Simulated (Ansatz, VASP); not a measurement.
# Two plane-wave programs on Nb2B3C

File INCAR:

```
PREC = Accurate ; ENCUT = 600
EDIFF = 1E-7 ; ISMEAR = 0
SIGMA = 0.1 ; LREAL = F
LASPH = T ; NELM = 60
ALGO = Normal ; ISIF = 3
LWAVE = F ; LCHARG = F
GGA = PE ; IBRION = 2
NSW = 90 ; EDIFFG = -0.04
```

Contents of KPOINTS:

```
regular mesh
0
Gamma
  6 6 2
```

The input POSCAR:

```
Nb2B3C
1.0
    2.8367824800      0.0000000000      0.0000000000
    0.0000000000      2.8367824800      0.0000000000
    0.0000000000      0.0000000000     10.5562337800
Nb B C
2 3 1
Direct
    0.5000000000      0.5000000000      0.8681410000
    0.5000000000      0.5000000000      0.1318590000
    0.0000000000      0.0000000000      0.6647679800
    0.0000000000      0.0000000000      0.3352320200
    0.5000000000      0.5000000000      0.5000000000
    0.0000000000      0.0000000000      0.0000000000
```

Input for Ansatz:

```yaml
crystal:
  lattice:
    - [2.83678248, 0.0, 0.0]
    - [0.0, 2.83678248, 0.0]
    - [0.0, 0.0, 10.55623378]
  atoms:
    - { symbol: Nb, position: [0.5, 0.5, 0.868141] }
    - { symbol: Nb, position: [0.5, 0.5, 0.131859] }
    - { symbol: B, position: [0.0, 0.0, 0.66476798] }
    - { symbol: B, position: [0.0, 0.0, 0.33523202] }
    - { symbol: B, position: [0.5, 0.5, 0.5] }
    - { symbol: C, position: [0.0, 0.0, 0.0] }
basis:
  ecutwfc: 420
kpoints:
  mp_grid: { grid: [6, 6, 2] }
hamiltonian:
  xc: pbe
scf:
  occupations: { method: gaussian, width: 0.1 }
  lower_state_search: "off"
output:
  forces: true
  stress: true
  eigenvalues: true
relax:
  adjacent_minimum: "off"
  f_tol: 0.04
  max_steps: 70
  cell: { stress_tol: 0.4 }
```

Change from the starting cell: species swapped into the Er2Mg3Ru type (P4/mmm, No. 123).

Alike in both runs: task relaxation of cell and atoms; functional PBE; k mesh 6 × 6 × 2; occupations gaussian, width 0.1 eV; no spin polarisation.

|  | VASP | Ansatz |
| --- | --- | --- |
| version | VASP 6.6.1 | Ansatz 0.2.0 |
| potentials or method | VASP PAW PBE potentials, release 64 (Nb_sv, B, C), cutoff 600 eV | scalar-relativistic, plane waves, PAW |
| valence electrons in the cell | 39 | 39 |

Ansatz gave:

| Quantity | Value |
| --- | --- |
| gap on the k mesh at the Fermi level, each at its own relaxed structure (eV) | none |
| relaxed volume (Å³/atom) | 9.69 |
| relaxed length of the cell vector where the two differ most in proportion (Å) | 2.761 |

Task: What did VASP give for the same quantities?

Result: gap on the k mesh at the Fermi level, each at its own relaxed structure (eV): none; relaxed volume (Å³/atom): 9.67; relaxed length of the cell vector where the two differ most in proportion (Å): 2.759.

A gap of «none» marks a metal or a gap that the smearing closes.

The k mesh is coarse, so the values compare programs but aren't converged. Noted on VASP's run: the volume moved by over 15 % at a fixed basis, so the end points are rough.
